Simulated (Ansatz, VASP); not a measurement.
# Ti: VASP beside Ansatz

```
Ti
1.0
     2.93620    0.00000    0.00000
    -1.46810    2.54283    0.00000
     0.00000    0.00000    4.63682
Ti
2
Direct
  0.33333 0.66667 0.25000
  0.66667 0.33333 0.75000
```

Alike in both runs: functional r2SCAN; k mesh 18 × 18 × 10; occupations gaussian, width 0.1 eV; no spin polarisation.

Ansatz relaxed the structure, and its values are those at the end. VASP's run is a single point on that final structure, the one shown.

|  | VASP | Ansatz |
| --- | --- | --- |
| version | VASP 6.6.1 | Ansatz 0.2.0 |
| potentials or method | VASP PAW PBE potentials, release 64 (Ti_sv), cutoff 520 eV | scalar-relativistic, plane waves, PAW |
| valence electrons in the cell | 24 | 24 |

|  | VASP | Ansatz | Ansatz less VASP |
| --- | --- | --- | --- |
| gap on the k mesh at the Fermi level (eV) | none | none | - |
| pressure (GPa) | 0.3 | 0.0 | -0.32 |

VASP's potentials were made for PBE, not for r2SCAN. A gap of «none» marks a metal or a gap that the smearing closes.
